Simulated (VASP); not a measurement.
# Si3Bi2TeSe2 (P4mm) in VASP: single point with PBE

Aim: the single point of Si3Bi2TeSe2 with PBE.

All numbers are computed with VASP 6.6.1; they aren't measurements. Logs are shortened: lines on timing, memory, paths and dates and some standing lists are left out, and cuts for length are marked.

## (1) The cell of the first run

The structure is tetragonal, space group P4mm (No. 99). Conventional cell: a = 5.926 Å, b = 5.926 Å, c = 6.453 Å, α = 90.00°, β = 90.00°, γ = 90.00°. Si (site symmetry 4mm) has 1 Te at 2.64 Å and 4 Se at 3.04 Å within 3.5 Å. Within 3.2 Å of Si (site symmetry 2mm) lie 1 Se at 2.39 Å and 2 Bi at 3.01 Å and 2 Te at 3.06 Å. Bi (site symmetry 4mm) has 2 Bi at 2.89 to 3.56 Å and 4 Se at 3.03 Å within 3.8 Å. Bi (site symmetry 4mm) has 2 Bi at 2.89 to 3.56 Å and 4 Si at 3.01 Å within 3.8 Å. Te (site symmetry 4mm) has 5 Si at 2.64 to 3.06 Å within 3.5 Å. Within 3.2 Å of Se (site symmetry 2mm) lie 3 Si at 2.39 to 3.04 Å and 2 Bi at 3.03 Å.

## (2) Single point, PBE

INCAR reads:

```
SYSTEM = Si3Bi2TeSe2
PREC     = Accurate       ! precision mode
ENCUT    = 500            ! plane-wave cutoff, eV
EDIFF    = 1E-6           ! SCF threshold, eV
ISMEAR   = 0              ! smearing method
SIGMA    = 0.15           ! smearing width, eV
LREAL    = .False.        ! projectors in reciprocal space
LASPH    = .True.         ! aspherical terms in the spheres
NELM     = 120            ! most SCF steps
ALGO     = Normal         ! electronic algorithm
ISIF     = 2              ! what is computed and relaxed
LWAVE    = .False.        ! write WAVECAR
LCHARG   = .False.        ! write CHGCAR
GGA      = PE             ! functional
NBANDS   = 40             ! bands
GGA_COMPAT= .False.
```

KPOINTS reads:

```
Automatic mesh
0
Gamma
  2 2 2
  0 0 0
```

POSCAR reads:

```
Si3Bi2TeSe2
1.0
    5.9263979456      0.0000000000      0.0000000000
    0.0000000000      5.9263979456      0.0000000000
    0.0000000000      0.0000000000      6.4530096562
Si Bi Te Se
3 2 1 2
Direct
    0.5000000000      0.5000000000      0.0548583666
    0.5000000000      0.0000000000      0.5816595276
    0.0000000000      0.5000000000      0.5816595276
    0.0000000000      0.0000000000      0.0532085753
    0.0000000000      0.0000000000      0.5008858451
    0.5000000000      0.5000000000      0.4644015531
    0.5000000000      0.0000000000     -0.0483366977
    0.0000000000      0.5000000000     -0.0483366977
```

Potentials or basis: VASP PAW PBE potentials, release 64 (Si, Bi_d, Te, Se).

On the command line:

```console
$ cat potpaw_PBE.64/Si/POTCAR potpaw_PBE.64/Bi_d/POTCAR potpaw_PBE.64/Te/POTCAR potpaw_PBE.64/Se/POTCAR > POTCAR
$ mpirun -np 1 vasp_std > vasp.out
```

OUTCAR:

```text
SYSTEM = Si3Bi2TeSe2
   PREC = Accurate
   ENCUT = 500
   EDIFF = 1E-6
   ISMEAR = 0
   LREAL = .False.
   LASPH = .True.
   NELM = 120
   ISIF = 2
   GGA = PE

 ion  position               nearest neighbor table
   1  0.500  0.500  0.055-   6 2.64
   2  0.500  0.000  0.582-   7 2.39   5 3.01   5 3.01   6 3.06   6 3.06
   3  0.000  0.500  0.582-   8 2.39   5 3.01   5 3.01   6 3.06   6 3.06
   4  0.000  0.000  0.053-   5 2.89   7 3.03   8 3.03   8 3.03   7 3.03   5 3.56
   5  0.000  0.000  0.501-   4 2.89   3 3.01   2 3.01   3 3.01   2 3.01   4 3.56
   6  0.500  0.500  0.464-   1 2.64   2 3.06   3 3.06   2 3.06   3 3.06
   7  0.500  0.000  0.952-   2 2.39   4 3.03   4 3.03
   8  0.000  0.500  0.952-   3 2.39   4 3.03   4 3.03

  LATTYP: Found a simple tetragonal cell.
 ALAT       =     5.9263979456
 C/A-ratio  =     1.0888586483

  Lattice vectors:

 A1 = (   5.9263979456,   0.0000000000,   0.0000000000)
 A2 = (   0.0000000000,   5.9263979456,   0.0000000000)
 A3 = (   0.0000000000,   0.0000000000,   6.4530096562)

Analysis of symmetry for initial positions (statically):
=====================================================================
 Subroutine PRICEL returns:
 Original cell was already a primitive cell.

 Routine SETGRP: Setting up the symmetry group for a
 simple tetragonal supercell.

 Subroutine GETGRP returns: Found  8 space group operations
 (whereof  8 operations were pure point group operations)
 out of a pool of 16 trial point group operations.

The static configuration has the point symmetry C_4v.

Analysis of symmetry for dynamics (positions and initial velocities):
=====================================================================
 Subroutine PRICEL returns:
 Original cell was already a primitive cell.

 Routine SETGRP: Setting up the symmetry group for a
 simple tetragonal supercell.

 Subroutine GETGRP returns: Found  8 space group operations
 (whereof  8 operations were pure point group operations)
 out of a pool of 16 trial point group operations.

The dynamic configuration has the point symmetry C_4v.

 Subroutine INISYM returns: Found  8 space group operations
 (whereof  8 operations are pure point group operations),
 and found     1 'primitive' translations

----------------------------------------------------------------------------------------

                                     Primitive cell

  volume of cell :     226.6438

  direct lattice vectors                    reciprocal lattice vectors
     5.926397946  0.000000000  0.000000000     0.168736560  0.000000000  0.000000000
     0.000000000  5.926397946  0.000000000     0.000000000  0.168736560  0.000000000
     0.000000000  0.000000000  6.453009656     0.000000000  0.000000000  0.154966450

  length of vectors
     5.926397946  5.926397946  6.453009656     0.168736560  0.168736560  0.154966450

  position of ions in fractional coordinates (direct lattice)
     0.500000000  0.500000000  0.054858367
     0.500000000  0.000000000  0.581659528
     0.000000000  0.500000000  0.581659528
     0.000000000  0.000000000  0.053208575
     0.000000000  0.000000000  0.500885845
     0.500000000  0.500000000  0.464401553
     0.500000000  0.000000000  0.951663302
     0.000000000  0.500000000  0.951663302

  ion indices of the primitive-cell ions
   primitive index   ion index
                 1           1
                 2           2
                 3           3
                 4           4
                 5           5
                 6           6
                 7           7
                 8           8

----------------------------------------------------------------------------------------

 KPOINTS: Automatic mesh

Automatic generation of k-mesh.
 Grid dimensions read from file:
 generate k-points for:    2    2    2

 Generating k-lattice:

  Cartesian coordinates                     Fractional coordinates (reciprocal lattice)
     0.084368280  0.000000000  0.000000000     0.500000000  0.000000000  0.000000000
     0.000000000  0.084368280  0.000000000     0.000000000  0.500000000  0.000000000
     0.000000000  0.000000000  0.077483225     0.000000000  0.000000000  0.500000000

  Length of vectors
     0.084368280  0.084368280  0.077483225

  Shift w.r.t. Gamma in fractional coordinates (k-lattice)
     0.000000000  0.000000000  0.000000000

 Subroutine IBZKPT returns following result:
 ===========================================

 Found      6 irreducible k-points:

 Following reciprocal coordinates:
            Coordinates               Weight
  0.000000  0.000000  0.000000      1.000000
  0.500000  0.000000  0.000000      2.000000
  0.500000  0.500000  0.000000      1.000000
  0.000000  0.000000  0.500000      1.000000
  0.500000  0.000000  0.500000      2.000000
  0.500000  0.500000  0.500000      1.000000
   k-points           NKPTS =      6   k-points in BZ     NKDIM =      6   number of bands    NBANDS=     40
   number of dos      NEDOS =    301   number of ions     NIONS =      8
   total plane-waves  NPLWV = 110592
   dimension x,y,z NGX =    48 NGY =   48 NGZ =   48
   dimension x,y,z NGXF=    96 NGYF=   96 NGZF=   96
   ions per type =               3   2   1   2
   NGX,Y,Z   is equivalent  to a cutoff of  13.46, 13.46, 12.37 a.u.
   NGXF,Y,Z  is equivalent  to a cutoff of  26.93, 26.93, 24.73 a.u.
 SYSTEM =  Si3Bi2TeSe2
   PREC   = accura    normal or accurate (medium, high low for compatibility)
   ISTART =      0    job   : 0-new  1-cont  2-samecut
   ICHARG =      2    charge: 1-file 2-atom 10-const
   ISPIN  =      1    spin polarized calculation?
   LNONCOLLINEAR =      F non collinear calculations
   LSORBIT =      F    spin-orbit coupling
   LASPH  =      T    aspherical Exc in radial PAW
   ENCUT  =  500.0 eV  36.75 Ry    6.06 a.u.  10.81 10.81 11.77*2*pi/ulx,y,z
   NELM   =    120;   NELMIN=  2; NELMDL= -5     # of ELM steps
   EDIFF  = 0.1E-05   stopping-criterion for ELM
   LREAL  =      F    real-space projection
   EDIFFG = 0.1E-04   stopping-criterion for IOM
   NSW    =      0    number of steps for IOM
   IBRION =     -1    ionic relax: 0-MD 1-quasi-New 2-CG
   NFREE  =      0    steps in history (QN), initial steepest desc. (CG)
   ISIF   =      2    stress and relaxation
   ISYM   =      2    0-nonsym 1-usesym 2-fastsym
   POTIM  = 0.5000    time-step for ionic-motion
   TEBEG  =    0.0;   TEEND  =   0.0 temperature during run
   PSTRESS=    0.0 pullay stress
   NELECT =      60.0000    total number of electrons
   NUPDOWN=      -1.0000    fix difference up-down
   EMIN   =  10.00;   EMAX   =-10.00  energy-range for DOS
   EFERMI =   0.00;   METHOD = LEGACY
   ISMEAR =     0;   SIGMA  =   0.15  broadening in eV -4-tet -1-fermi 0-gaus
   EFERMI_NEDOS =   21; number of points for ismear=-14 and -15
   IALGO  =     38    algorithm
   IMIX   =      4    mixing-type and parameters
     AMIX     =   0.40;   BMIX     =  1.00
     AMIX_MAG =   1.60;   BMIX_MAG =  1.00
  volume/ion in A,a.u.               =      28.33       191.18
  Fermi-wavevector in a.u.,A,eV,Ry     =   1.051180  1.986443 15.034170  1.104980
  Thomas-Fermi vector in A             =   2.186213
   LORBIT       =      0    0 simple, 1 ext, 2 COOP (PROOUT), +10 PAW based schemes
   GGA     = PE    functional components
   LHFCALC =     F    Hartree Fock is set to
   AEXX    =    0.0000 exact exchange contribution
   IVDW    =     0    specifies the selected vdW correction
   LEPSILON=     F    determine dielectric tensor
   LRPA    =     F    only Hartree local field effects (RPA)
 non-spin polarized calculation
 Gauss-broadening in eV      SIGMA  =   0.15
  energy-cutoff  :      500.00
  volume of cell :      226.64
 maximum number of plane-waves:      5784
 NGX is ok and might be reduce to    48
   NGX = 21   NGY = 21   NGZ = 23

 number of electron      59.9999995 magnetization

 Free energy of the ion-electron system (eV)
  ---------------------------------------------------
  ext. energy  EPLUGINS =         0.00000000
  ---------------------------------------------------
  free energy    TOTEN  =       -31.45267437 eV

  energy without entropy =      -31.44539451  energy(sigma->0) =      -31.44903444

 E-fermi :   5.6894     XC(G=0):  -9.2227

 val. band max:        5.4870174943   @ k =   0.5000   0.0000   0.0000
 cond. band min:       5.9138873412   @ k =   0.5000   0.5000   0.5000
 fundamental gap:      0.4268698469
 Fermi energy:         5.6893778567

 k-point     1 :       0.0000    0.0000    0.0000
  band No.  band energies     occupation
      1     -17.8913      2.00000
      2     -17.7325      2.00000
      3     -17.7325      2.00000
      4     -17.7293      2.00000
      5     -17.7109      2.00000
      6     -17.5023      2.00000
[... 32 lines left out ...]
     39       9.9934      0.00000
     40      10.1176      0.00000

 k-point     2 :       0.5000    0.0000    0.0000
  band No.  band energies     occupation
      1     -17.8910      2.00000
      2     -17.7329      2.00000
      3     -17.7325      2.00000
      4     -17.7275      2.00000
      5     -17.7110      2.00000
      6     -17.5014      2.00000
[... 32 lines left out ...]
     39       9.9126      0.00000
     40      10.0397      0.00000

 k-point     3 :       0.5000    0.5000    0.0000
  band No.  band energies     occupation
      1     -17.8906      2.00000
      2     -17.7329      2.00000
      3     -17.7329      2.00000
      4     -17.7256      2.00000
      5     -17.7112      2.00000
      6     -17.5005      2.00000
[... 32 lines left out ...]
     39       8.8494      0.00000
     40       8.8494      0.00000

 k-point     4 :       0.0000    0.0000    0.5000
  band No.  band energies     occupation
      1     -17.8395      2.00000
      2     -17.7291      2.00000
      3     -17.7226      2.00000
      4     -17.7226      2.00000
      5     -17.7107      2.00000
      6     -17.5025      2.00000
[... 32 lines left out ...]
     39       8.5099      0.00000
     40       8.5255      0.00000

 k-point     5 :       0.5000    0.0000    0.5000
  band No.  band energies     occupation
      1     -17.8390      2.00000
      2     -17.7273      2.00000
      3     -17.7228      2.00000
      4     -17.7226      2.00000
      5     -17.7109      2.00000
      6     -17.5016      2.00000
[... 32 lines left out ...]
     39       7.9972      0.00000
     40       8.2874      0.00000

 k-point     6 :       0.5000    0.5000    0.5000
  band No.  band energies     occupation
      1     -17.8386      2.00000
      2     -17.7254      2.00000
      3     -17.7228      2.00000
      4     -17.7228      2.00000
      5     -17.7111      2.00000
      6     -17.5007      2.00000
[... 32 lines left out ...]
     39       6.7841      0.00000
     40       7.0037      0.00000

------------------------ aborting loop because EDIFF is reached ----------------------------------------

  FORCE on cell =-STRESS in cart. coord.  units (eV):
  Direction    XX          YY          ZZ          XY          YZ          ZX
  --------------------------------------------------------------------------------------
  -------------------------------------------------------------------------------------
  Total       -0.0439938     -0.0439938      0.1007028      0.0000000      0.0000000      0.0000000
  in kB       -0.3109984     -0.3109984      0.7118823      0.0000000      0.0000000      0.0000000
  external PRESSURE =       0.0299619 kB  Pullay stress =       0.0000000 kB

 VOLUME and BASIS-vectors are now :
 -----------------------------------------------------------------------------
  energy-cutoff  :      500.00
  volume of cell :      226.64
      direct lattice vectors                 reciprocal lattice vectors
     5.926397946  0.000000000  0.000000000     0.168736560  0.000000000  0.000000000
     0.000000000  5.926397946  0.000000000     0.000000000  0.168736560  0.000000000
     0.000000000  0.000000000  6.453009656     0.000000000  0.000000000  0.154966450

 POSITION                                       TOTAL-FORCE (eV/Angst)
 -----------------------------------------------------------------------------------
      2.96320      2.96320      0.35400         0.000000     -0.000000      0.008275
      2.96320      0.00000      3.75345         0.000000      0.000000     -0.015830
      0.00000      2.96320      3.75345         0.000000     -0.000000     -0.015830
      0.00000      0.00000      0.34336        -0.000000     -0.000000     -0.013780
      0.00000      0.00000      3.23222        -0.000000     -0.000000     -0.007111
      2.96320      2.96320      2.99679         0.000000     -0.000000      0.002777
      2.96320      0.00000      6.14109         0.000000     -0.000000      0.020750
      0.00000      2.96320      6.14109         0.000000     -0.000000      0.020750
 -----------------------------------------------------------------------------------
    total drift:                                0.000000      0.000000      0.000108

  FREE ENERGIE OF THE ION-ELECTRON SYSTEM (eV)
  ---------------------------------------------------
  free  energy   TOTEN  =       -31.4526743706 eV

  energy  without entropy=      -31.4453945100  energy(sigma->0) =      -31.44903444
```

It took 79 s on 1 thread of Intel Xeon 6975P-C, shared host; peak memory 0.34 GiB.

Results:

| Quantity | Value |
| --- | --- |
| Free energy | -31.4527 eV |
| Pressure | 0.0 GPa |
| Largest force | 0.021 eV/Å |
| Band gap on the k mesh | 0.43 eV, indirect (least direct gap 0.49 eV) |

Forces on the atoms (eV/Å):
```
Si   0.000  0.000  0.008
Si   0.000  0.000 -0.016
Si   0.000  0.000 -0.016
Bi   0.000  0.000 -0.014
Bi   0.000  0.000 -0.007
Te   0.000  0.000  0.003
Se   0.000  0.000  0.021
Se   0.000  0.000  0.021
```

Levels at points of the mesh, in eV from the valence-band top:
```csv
k point,band 26,band 27,band 28,band 29,band 30,band 31,band 32,band 33,band 34,band 35
"(0.00, 0.00, 0.00)",-3.49,-3.33,-2.57,-1.81,-1.81,0.62,0.62,1.87,1.87,2.55
"(0.50, 0.00, 0.00)",-2.84,-1.79,-1.62,-0.62,0.00,0.49,0.59,0.87,1.45,1.67
"(0.50, 0.50, 0.00)",-1.29,-1.18,-0.63,-0.29,-0.29,0.65,0.73,0.82,0.82,1.04
"(0.00, 0.00, 0.50)",-2.59,-2.39,-2.39,-2.03,-1.24,1.16,1.51,1.89,2.51,2.51
"(0.50, 0.00, 0.50)",-2.60,-1.78,-1.68,-1.17,-0.74,0.70,0.83,0.96,1.28,1.73
"(0.50, 0.50, 0.50)",-1.47,-1.44,-1.42,-0.65,-0.65,0.43,0.43,0.43,0.54,0.80
```

Caveat: the k points lie up to 0.53 Å⁻¹ apart; spin-orbit coupling is left out, which moves the levels of the heavy elements.
